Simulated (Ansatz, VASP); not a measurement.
# ZnCu: VASP beside Ansatz

```
Zn Cu
1.0
     2.87148    0.00000    0.00000
     0.00000    2.87148    0.00000
     0.00000    0.00000    2.87148
Zn Cu
1 1
Direct
  0.50000 0.50000 0.50000
  0.00000 0.00000 0.00000
```

Alike in both runs: task single point; functional PBE; k mesh 14 × 14 × 14; occupations gaussian, width 0.1 eV; no spin polarisation.

```csv
,VASP,Ansatz
version,VASP 6.6.1,Ansatz 0.2.0
potentials or method,"VASP PAW PBE potentials, release 64 (Zn, Cu), cutoff 520 eV","scalar-relativistic, plane waves, PAW"
valence electrons in the cell,23,31
```

|  | VASP | Ansatz | Ansatz less VASP |
| --- | --- | --- | --- |
| gap on the k mesh at the Fermi level (eV) | none | none | - |
| pressure (GPa) | 14.7 | 13.8 | -0.96 |

A gap of «none» marks a metal or a gap that the smearing closes. VASP's potentials hold 23 valence electrons a cell and Ansatz's 31, so a difference there can come from the potentials and not from the codes.
